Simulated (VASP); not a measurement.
The system is EuCd.

```xyz
2
Lattice="3.9169 0.0000 0.0000 0.0000 3.9169 0.0000 0.0000 0.0000 3.9169" Properties=species:S:1:pos:R:3 pbc="T T T"
Eu    1.9584    1.9584    1.9584
Cd    0.0000    0.0000    0.0000
```

Base run:

| Item | Value |
| --- | --- |
| Program | VASP 6.6.1 |
| Functional | r2SCAN |
| Potentials or basis | VASP PAW PBE potentials, release 64 (Eu, Cd) |
| Cutoff | 520 eV |
| k mesh | 7 × 7 × 7 |
| Occupations | fermi-dirac, width 0.03 eV |
| Spin | collinear spin, ferromagnetic start |
| Starting moments | [7.0, 0.0] μB |
| Hubbard terms | Eu f U = 2.0 eV |

Its results: pressure 0.6 GPa; net moment 7.37 μB per cell; site moments Eu +6.64; Cd +0.03 μB.

Q: The run is repeated on the same cell with these changes: hubbard terms from Eu f U = 2.0 eV to Eu f U = 6.0 eV. What comes out?

A: Pressure 1.5 GPa; net moment 7.44 μB per cell; site moments Eu +6.71; Cd +0.03 μB.

Caveats: the PAW data sets were made with another functional, which shifts forces and pressure a little.
